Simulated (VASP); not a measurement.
A run of VASP 6.6.1 is set up as follows.

Contents of INCAR:

```
ALGO = Normal
EDIFF = 1E-6
ENCUT = 520
GGA = PE
ISIF = 2
ISMEAR = -1
LASPH = T
LCHARG = F
LREAL = F
LWAVE = F
NBANDS = 8
NELM = 100
PREC = Accurate
SIGMA = 0.1
```

Contents of KPOINTS:

```
k-points
0
Gamma
  18 18 18
```

The input POSCAR:

```
Sb
1.0
    0.0000000000      1.7967259828      1.7967259828
    1.7967259828      0.0000000000      1.7967259828
    1.7967259828      1.7967259828      0.0000000000
Sb
1
Direct
    0.0000000000      0.0000000000      0.0000000000
```

Potentials or basis: VASP PAW PBE potentials, release 64 (Sb).

The run is started by

```sh
$ cat potpaw_PBE.64/Sb/POTCAR > POTCAR
$ mpirun -np 1 vasp_std > vasp.out
```

**Question.** What does it give for the pressure?

**Answer.** 383.4 GPa.
